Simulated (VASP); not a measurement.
# Be2N (P6/mmm) in VASP: a series of runs

The runs below take Be2N through single point, with HSE06.

All numbers are computed with VASP 6.6.1; they aren't measurements. Logs are shortened: lines on timing, memory, paths and dates and some standing lists are left out, and cuts for length are marked.

### 1 The cell of the first run

The structure is hexagonal, space group P6/mmm (No. 191). Conventional cell: a = 3.097 Å, b = 3.097 Å, c = 3.098 Å, α = 90.00°, β = 90.00°, γ = 120.00°. Within 2.4 Å of Be (site symmetry -6m2) lie 3 Be at 1.79 Å and 6 N at 2.37 Å. Within 3.1 Å of N (site symmetry 6/mmm) lie 12 Be at 2.37 Å and 8 N at 3.10 Å.

### 2 Single point, HSE06

Input file POSCAR:

```
Be2N
1.0
    3.0968042800      0.0000000000      0.0000000000
   -1.5484021400      2.6819111700      0.0000000000
    0.0000000000      0.0000000000      3.0975262500
Be N
2 1
Direct
    0.3333333300      0.6666666700      0.5000000000
    0.6666666700      0.3333333300      0.5000000000
    0.0000000000      0.0000000000      0.0000000000
```

Input file INCAR.step1:

```
SYSTEM = Be2N
PREC     = Accurate       ! precision mode
ENCUT    = 520            ! plane-wave cutoff, eV
EDIFF    = 1E-5           ! SCF threshold, eV
ISMEAR   = 1              ! smearing method
SIGMA    = 0.05           ! smearing width, eV
LREAL    = .FALSE.        ! projectors in reciprocal space
LASPH    = .TRUE.         ! aspherical terms in the spheres
NELM     = 120            ! most SCF steps
ALGO     = Normal         ! electronic algorithm
ISIF     = 2              ! what is computed and relaxed
LWAVE    = .TRUE.         ! write WAVECAR
LCHARG   = .FALSE.        ! write CHGCAR
NBANDS   = 12             ! bands
GGA      = PE             ! functional
GGA_COMPAT= .FALSE.
```

Input file INCAR.step2:

```
SYSTEM = Be2N
PREC     = Accurate       ! precision mode
ENCUT    = 520            ! plane-wave cutoff, eV
EDIFF    = 1E-6           ! SCF threshold, eV
ISMEAR   = 1              ! smearing method
SIGMA    = 0.05           ! smearing width, eV
LREAL    = .FALSE.        ! projectors in reciprocal space
LASPH    = .TRUE.         ! aspherical terms in the spheres
NELM     = 120            ! most SCF steps
ALGO     = Normal         ! electronic algorithm
ISIF     = 2              ! what is computed and relaxed
LWAVE    = .FALSE.        ! write WAVECAR
LCHARG   = .FALSE.        ! write CHGCAR
GGA      = PE             ! functional
LHFCALC  = .TRUE.         ! exact exchange
HFSCREEN = 0.2079         ! screening, 1/A
PRECFOCK = Normal       
NBANDS   = 12             ! bands
ISTART   = 1            
GGA_COMPAT= .FALSE.
```

Input file KPOINTS:

```
regular mesh
0
G
  5 5 5
  0 0 0
```

Potentials or basis: VASP PAW PBE potentials, release 64 (Be, N).

On the command line:

```
cat potpaw_PBE.64/Be/POTCAR potpaw_PBE.64/N/POTCAR > POTCAR
cp INCAR.step1 INCAR
mpirun -np 1 vasp_std > vasp.out
cp INCAR.step2 INCAR
mpirun -np 1 vasp_std > vasp.out
```

OUTCAR:

```text
SYSTEM = Be2N
   PREC = Accurate
   ENCUT = 520
   EDIFF = 1E-6
   ISMEAR = 1
   LREAL = .FALSE.
   LASPH = .TRUE.
   NELM = 120
   ISIF = 2
   GGA = PE
   LHFCALC = .TRUE.
   HFSCREEN = 0.2079
   PRECFOCK = Normal
   ISTART = 1

 ion  position               nearest neighbor table
   1  0.333  0.667  0.500-   2 1.79   2 1.79   2 1.79
   2  0.667  0.333  0.500-   1 1.79   1 1.79   1 1.79
   3  0.000  0.000  0.000-

  LATTYP: Found a hexagonal cell.
 ALAT       =     3.0968042800
 C/A-ratio  =     1.0002331339

  Lattice vectors:

 A1 = (   3.0968042800,   0.0000000000,   0.0000000000)
 A2 = (  -1.5484021400,   2.6819111700,   0.0000000000)
 A3 = (   0.0000000000,   0.0000000000,   3.0975262500)

Analysis of symmetry for initial positions (statically):
=====================================================================
 Subroutine PRICEL returns:
 Original cell was already a primitive cell.

 Routine SETGRP: Setting up the symmetry group for a
 hexagonal supercell.

 Subroutine GETGRP returns: Found 24 space group operations
 (whereof 24 operations were pure point group operations)
 out of a pool of 24 trial point group operations.

The static configuration has the point symmetry D_6h.

Analysis of symmetry for dynamics (positions and initial velocities):
=====================================================================
 Subroutine PRICEL returns:
 Original cell was already a primitive cell.

 Routine SETGRP: Setting up the symmetry group for a
 hexagonal supercell.

 Subroutine GETGRP returns: Found 24 space group operations
 (whereof 24 operations were pure point group operations)
 out of a pool of 24 trial point group operations.

The dynamic configuration has the point symmetry D_6h.

 Subroutine INISYM returns: Found 24 space group operations
 (whereof 24 operations are pure point group operations),
 and found     1 'primitive' translations

----------------------------------------------------------------------------------------

                                     Primitive cell

  volume of cell :      25.7261

  direct lattice vectors                    reciprocal lattice vectors
     3.096804280  0.000000000  0.000000000     0.322913529  0.186434214  0.000000000
    -1.548402140  2.681911170  0.000000000     0.000000000  0.372868427  0.000000000
     0.000000000  0.000000000  3.097526250     0.000000000  0.000000000  0.322838265

  length of vectors
     3.096804280  3.096804274  3.097526250     0.372868427  0.372868427  0.322838265

  position of ions in fractional coordinates (direct lattice)
     0.333333330  0.666666670  0.500000000
     0.666666670  0.333333330  0.500000000
     0.000000000  0.000000000  0.000000000

  ion indices of the primitive-cell ions
   primitive index   ion index
                 1           1
                 2           2
                 3           3

----------------------------------------------------------------------------------------

 KPOINTS: regular mesh

Automatic generation of k-mesh.
 Grid dimensions read from file:
 generate k-points for:    5    5    5

 Generating k-lattice:

  Cartesian coordinates                     Fractional coordinates (reciprocal lattice)
     0.064582706  0.037286843  0.000000000     0.200000000  0.000000000  0.000000000
     0.000000000  0.074573685  0.000000000     0.000000000  0.200000000  0.000000000
     0.000000000  0.000000000  0.064567653     0.000000000  0.000000000  0.200000000

  Length of vectors
     0.074573685  0.074573685  0.064567653

  Shift w.r.t. Gamma in fractional coordinates (k-lattice)
     0.000000000  0.000000000  0.000000000

 Subroutine IBZKPT returns following result:
 ===========================================

 Found     15 irreducible k-points:

 Following reciprocal coordinates:
            Coordinates               Weight
  0.000000  0.000000  0.000000      1.000000
  0.200000  0.000000  0.000000      6.000000
  0.400000  0.000000  0.000000      6.000000
  0.200000  0.200000  0.000000      6.000000
  0.400000  0.200000  0.000000      6.000000
  0.000000  0.000000  0.200000      2.000000
  0.200000  0.000000  0.200000     12.000000
  0.400000  0.000000  0.200000     12.000000
  0.200000  0.200000  0.200000     12.000000
  0.400000  0.200000  0.200000     12.000000
  0.000000  0.000000  0.400000      2.000000
  0.200000  0.000000  0.400000     12.000000
  0.400000  0.000000  0.400000     12.000000
  0.200000  0.200000  0.400000     12.000000
  0.400000  0.200000  0.400000     12.000000
   k-points           NKPTS =     15   k-points in BZ     NKDIM =    125   number of bands    NBANDS=     12
   number of dos      NEDOS =    301   number of ions     NIONS =      3
   total plane-waves  NPLWV =  13824
   dimension x,y,z NGX =    24 NGY =   24 NGZ =   24
   dimension x,y,z NGXF=    48 NGYF=   48 NGZF=   48
   ions per type =               2   1
   NGX,Y,Z   is equivalent  to a cutoff of  12.88, 12.88, 12.88 a.u.
   NGXF,Y,Z  is equivalent  to a cutoff of  25.77, 25.77, 25.76 a.u.
 SYSTEM =  Be2N
   PREC   = accura    normal or accurate (medium, high low for compatibility)
   ISTART =      1    job   : 0-new  1-cont  2-samecut
   ICHARG =      0    charge: 1-file 2-atom 10-const
   ISPIN  =      1    spin polarized calculation?
   LNONCOLLINEAR =      F non collinear calculations
   LSORBIT =      F    spin-orbit coupling
   LASPH  =      T    aspherical Exc in radial PAW
   ENCUT  =  520.0 eV  38.22 Ry    6.18 a.u.   5.76  5.76  5.76*2*pi/ulx,y,z
   NELM   =    120;   NELMIN=  2; NELMDL=  0     # of ELM steps
   EDIFF  = 0.1E-05   stopping-criterion for ELM
   LREAL  =      F    real-space projection
   EDIFFG = 0.1E-04   stopping-criterion for IOM
   NSW    =      0    number of steps for IOM
   IBRION =     -1    ionic relax: 0-MD 1-quasi-New 2-CG
   NFREE  =      0    steps in history (QN), initial steepest desc. (CG)
   ISIF   =      2    stress and relaxation
   ISYM   =      3    0-nonsym 1-usesym 2-fastsym
   POTIM  = 0.5000    time-step for ionic-motion
   TEBEG  =    0.0;   TEEND  =   0.0 temperature during run
   PSTRESS=    0.0 pullay stress
   NELECT =       9.0000    total number of electrons
   NUPDOWN=      -1.0000    fix difference up-down
   EMIN   =  10.00;   EMAX   =-10.00  energy-range for DOS
   EFERMI =   0.00;   METHOD = LEGACY
   ISMEAR =     1;   SIGMA  =   0.05  broadening in eV -4-tet -1-fermi 0-gaus
   EFERMI_NEDOS =   21; number of points for ismear=-14 and -15
   IALGO  =     38    algorithm
   IMIX   =      1    mixing-type and parameters
     AMIX     =   0.40;   BMIX     =  1.00
     AMIX_MAG =   1.60;   BMIX_MAG =  1.00
  volume/ion in A,a.u.               =       8.58        57.87
  Fermi-wavevector in a.u.,A,eV,Ry     =   1.153536  2.179868 18.104540  1.330646
  Thomas-Fermi vector in A             =   2.290180
   LORBIT       =      0    0 simple, 1 ext, 2 COOP (PROOUT), +10 PAW based schemes
   GGA     = PE    functional components
   LHFCALC =     T    Hartree Fock is set to
   PRECFOCK=normal    Normal, Fast or Accurate (Low or Medium for compatibility)
   ENCUT4O =  -1.0   cutoff for four orbital integrals eV
   NKREDX  =     1    reduce k-point grid by
   NKREDY  =     1    reduce k-point grid by
   NKREDZ  =     1    reduce k-point grid by
   AEXX    =    0.2500 exact exchange contribution
   HFSCREEN=    0.2079 screening length (either q_TF or 0.3 A-1)
   HFSCREENC=   0.2079 screening length for correlation (either q_TF or 0.3 A-1)
   ENCUTFOCK=  -1.0 apply spherical cutoff to Coloumb kernel
   IVDW    =     0    specifies the selected vdW correction
   LEPSILON=     F    determine dielectric tensor
   LRPA    =     F    only Hartree local field effects (RPA)
 non-spin polarized calculation
 Methfessel and Paxton  Order N= 1 SIGMA  =   0.05
  energy-cutoff  :      520.00
  volume of cell :       25.73
 maximum number of plane-waves:       697
 NGX is ok and might be reduce to    24
  NGX = 18; NGY = 18; NGZ = 18

 number of electron       8.9999999 magnetization

 Free energy of the ion-electron system (eV)
  ---------------------------------------------------
  ext. energy  EPLUGINS =         0.00000000
  ---------------------------------------------------
  free energy    TOTEN  =       -11.71283514 eV

  energy without entropy =      -11.71234057  energy(sigma->0) =      -11.71267028

 E-fermi :   5.3393     XC(G=0):  -8.8420

 val. band max:        5.2064226309   @ k =   0.4000   0.2000   0.0000
 cond. band min:       5.3648137167   @ k =   0.4000   0.2000   0.4000
 fundamental gap:      0.1583910857
 Fermi energy:         5.3393381673

 k-point     1 :       0.0000    0.0000    0.0000
  band No.  band energies     occupation
      1     -12.3745      2.00000
      2       1.5474      2.00000
      3       2.7453      2.00000
      4       3.6346      2.00000
      5       3.6346      2.00000
      6       8.7123      0.00000
      7       8.7123      0.00000
      8      13.6193      0.00000
      9      14.7269      0.00000
     10      18.3474      0.00000
     11      18.3474      0.00000
     12      20.0787      0.00000

 k-point     2 :       0.2000    0.0000    0.0000
  band No.  band energies     occupation
      1     -11.9201      2.00000
      2       0.1833      2.00000
      3       2.1271      2.00000
      4       2.5889      2.00000
      5       4.3007      2.00000
      6       8.9176      0.00000
      7       9.6246      0.00000
      8      12.8396      0.00000
      9      15.0984      0.00000
     10      18.7089      0.00000
     11      19.4626      0.00000
     12      19.6193      0.00000
[... 166 lines left out ...]
 k-point    14 :       0.2000    0.2000    0.4000
  band No.  band energies     occupation
      1     -10.2176      2.00000
      2      -2.5525      2.00000
      3       0.1094      2.00000
      4       2.4257      2.00000
      5       5.0817      2.00000
      6       6.2171     -0.00000
      7      10.1096      0.00000
      8      12.5721      0.00000
      9      13.2427      0.00000
     10      19.8294      0.00000
     11      20.8572      0.00000
     12      24.0757      0.00000

 k-point    15 :       0.4000    0.2000    0.4000
  band No.  band energies     occupation
      1      -9.7000      2.00000
      2      -1.5656      2.00000
      3      -0.8436      2.00000
      4       1.4033      2.00000
      5       3.5187      2.00000
      6       5.3648      0.24945
      7      10.3554      0.00000
      8      12.6304      0.00000
      9      14.1628      0.00000
     10      20.9027      0.00000
     11      24.2462      0.00000
     12      24.4022      0.00000

------------------------ aborting loop because EDIFF is reached ----------------------------------------

  FORCE on cell =-STRESS in cart. coord.  units (eV):
  Direction    XX          YY          ZZ          XY          YZ          ZX
  --------------------------------------------------------------------------------------
  -------------------------------------------------------------------------------------
  Total        4.8857429      4.8857429     -9.6207936      0.0000000      0.0000000     -0.0000000
  in kB      304.2762481    304.2762465   -599.1676198      0.0000000      0.0000000     -0.0000000
  external PRESSURE =       3.1282916 kB  Pullay stress =       0.0000000 kB

 VOLUME and BASIS-vectors are now :
 -----------------------------------------------------------------------------
  energy-cutoff  :      520.00
  volume of cell :       25.73
      direct lattice vectors                 reciprocal lattice vectors
     3.096804280  0.000000000  0.000000000     0.322913529  0.186434214  0.000000000
    -1.548402140  2.681911170  0.000000000     0.000000000  0.372868427  0.000000000
     0.000000000  0.000000000  3.097526250     0.000000000  0.000000000  0.322838265

 POSITION                                       TOTAL-FORCE (eV/Angst)
 -----------------------------------------------------------------------------------
     -0.00000      1.78794      1.54876         0.000000     -0.000000      0.000000
      1.54840      0.89397      1.54876        -0.000000      0.000000      0.000000
      0.00000      0.00000      0.00000         0.000000      0.000000      0.000000
 -----------------------------------------------------------------------------------
    total drift:                               -0.000000     -0.000000     -0.000000

  FREE ENERGIE OF THE ION-ELECTRON SYSTEM (eV)
  ---------------------------------------------------
  free  energy   TOTEN  =       -11.7128351358 eV

  energy  without entropy=      -11.7123405653  energy(sigma->0) =      -11.71267028
```

Wall time 3.2 min (1 thread of Intel Xeon Platinum 8375C at 2.90GHz (Ice Lake), shared host); peak memory 0.24 GiB.

Results:

- Free energy: -11.7128 eV
- Pressure: 0.3 GPa
- Band gap on the k mesh: zero (an odd number of electrons rules out a gap without spin polarisation)

Levels at points of the mesh, in eV from the Fermi level:
```csv
k point,band 3,band 4,band 5,band 6,band 7,band 8
"(0.00, 0.00, 0.00)",-2.59,-1.70,-1.70,3.37,3.37,8.28
```

Caveat: the k points lie up to 0.47 Å⁻¹ apart, too coarse for converged energies and pressures of a metal; the PAW data sets were made with another functional, which shifts forces and pressure a little.

### 3 Single point, HSE06

POSCAR is that of step 2.

Input file INCAR.step1:

```
ALGO = Normal ; EDIFF = 1E-5
ENCUT = 520 ; GGA = PE
GGA_COMPAT = False ; ISIF = 2
ISMEAR = 1 ; LASPH = True
LCHARG = False ; LREAL = False
LWAVE = True ; NBANDS = 12
NELM = 120 ; PREC = Accurate
SIGMA = 0.05
```

Input file INCAR.step2:

```
ALGO = Normal ; EDIFF = 1E-6
ENCUT = 520 ; GGA = PE
GGA_COMPAT = False ; HFSCREEN = 0.2079
ISIF = 2 ; ISMEAR = 1
ISTART = 1 ; LASPH = True
LCHARG = False ; LHFCALC = True
LREAL = False ; LWAVE = False
NBANDS = 12 ; NELM = 120
PREC = Accurate ; PRECFOCK = Normal
SIGMA = 0.05
```

Input file KPOINTS:

```
k-points
0
Gamma
  5 5 5
```

Potentials or basis: VASP PAW PBE potentials, release 64 (Be, N).

On the command line:

```
cat potpaw_PBE.64/Be/POTCAR potpaw_PBE.64/N/POTCAR > POTCAR
cp INCAR.step1 INCAR
mpirun -np 1 vasp_std > vasp.out
cp INCAR.step2 INCAR
mpirun -np 1 vasp_std > vasp.out
```

Run time: 3.3 min. Hardware: 1 thread of Intel Xeon Platinum 8375C at 2.90GHz (Ice Lake), shared host; peak memory 0.24 GiB.

It converged, with:

```
Free energy            : -11.7128 eV
Pressure               : 0.3 GPa
Band gap on the k mesh : zero (an odd number of electrons rules out a gap without spin polarisation)
```

Stress tensor (GPa, compression positive):
```
 30.43   0.00   0.00
  0.00  30.43   0.00
  0.00   0.00 -59.92
```

Levels at points of the mesh, in eV from the Fermi level:
```csv
k point,band 3,band 4,band 5,band 6,band 7,band 8
"(0.00, 0.00, 0.00)",-2.59,-1.70,-1.70,3.37,3.37,8.28
```

Caveat: the k points lie up to 0.47 Å⁻¹ apart, too coarse for converged energies and pressures of a metal; the PAW data sets were made with another functional, which shifts forces and pressure a little.

The gap in the log of VASP goes by the Fermi energy; the results here count the filled bands.